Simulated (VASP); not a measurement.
Write the native input for VASP 6.6.1 that does the following.

| Item | Value |
| --- | --- |
| Task | single point |
| Functional | PBEsol |
| Potentials or basis | VASP PAW PBE potentials, release 64 (Rb_sv, Br) |
| Cutoff | 520 eV |
| k mesh | 6 × 6 × 6 |
| Occupations | gaussian, width 0.05 eV |
| Spin | no spin polarisation |
| Dipole correction | no |
| Further INCAR settings | ALGO = Normal; EDIFF = 1e-06; NBANDS = 15 |

The structure of RbBr lies in POSCAR:

```
RbBr
1.0
    3.9614953456      0.0000000000      0.0000000000
    0.0000000000      3.9614953456      0.0000000000
    0.0000000000      0.0000000000      4.0701688540
Rb Br
1 1
Direct
   -0.0595372219      0.0000000000      0.0000000000
    0.5636828616      0.5000000000      0.5000000000
```

One way to write it, as run:

INCAR

```
SYSTEM = RbBr
PREC = Accurate ; ENCUT = 520
EDIFF = 1E-6 ; ISMEAR = 0
SIGMA = 0.05 ; LREAL = .FALSE.
LASPH = .TRUE. ; NELM = 100
ALGO = Normal ; ISIF = 2
LWAVE = .FALSE. ; LCHARG = .TRUE.
GGA = PS ; LELF = .TRUE.
LVHAR = .TRUE. ; NBANDS = 15
```

KPOINTS

```
regular mesh
0
G
  6 6 6
  0 0 0
```

Potentials or basis: VASP PAW PBE potentials, release 64 (Rb_sv, Br).

Command:

```sh
$ cat potpaw_PBE.64/Rb_sv/POTCAR potpaw_PBE.64/Br/POTCAR > POTCAR
$ mpirun -np 1 vasp_std > vasp.out
```

It gave:

| Item | Value |
| --- | --- |
| Pressure | 2.8 GPa |
| Largest force | 0.591 eV/Å |
| Band gap on the k mesh | 4.22 eV, indirect (least direct gap 4.35 eV) |

Caveat: the PAW data sets were made with another functional, which shifts forces and pressure a little.

It took 20 s on 1 thread of Intel(R) Xeon(R) 6975P-C (Granite Rapids), on a shared host, peak memory 0.2 GiB.
